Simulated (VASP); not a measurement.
Here is a VASP 6.6.1 calculation.

File INCAR:

```
SYSTEM = FeNi3
  PREC = Accurate
  ENCUT = 520
  EDIFF = 1E-6
  ISMEAR = 0
  SIGMA = 0.1
  LREAL = .FALSE.
  LASPH = .TRUE.
  NELM = 150
  ALGO = Normal
  ISIF = 2
  LWAVE = .FALSE.
  LCHARG = .FALSE.
  ISPIN = 2
  MAGMOM = 3.2 0.75 0.75 0.75
  LORBIT = 11
  LMAXMIX = 4
  GGA = PE
  NBANDS = 31
```

The input KPOINTS:

```
Automatic mesh
0
G
  12 12 12
  0 0 0
```

POSCAR

```
FeNi3
1.0
    3.4340199495      0.0000000000      0.0000000000
    0.0000000000      3.4340199495      0.0000000000
    0.0000000000      0.0000000000      3.4340199495
Fe Ni
1 3
Direct
    0.0000000000      0.0000000000      0.0000000000
    0.0000000000      0.5000000000      0.5000000000
    0.5000000000      0.0000000000      0.5000000000
    0.5000000000      0.5000000000      0.0000000000
```

Potentials or basis: VASP PAW PBE potentials, release 64 (Fe, Ni).

Launch:

```console
$ cat potpaw_PBE.64/Fe/POTCAR potpaw_PBE.64/Ni/POTCAR > POTCAR
$ mpirun -np 1 vasp_std > vasp.out
```

Task: Estimate the pressure.

Result: 23.0 GPa.

Task: What does it give for the net moment?

Result: 4.70 μB per cell.

Task: Predict the site moments.

Result: Fe +2.80; Ni +0.63 μB.

Caveat: the cell stands under pressure.
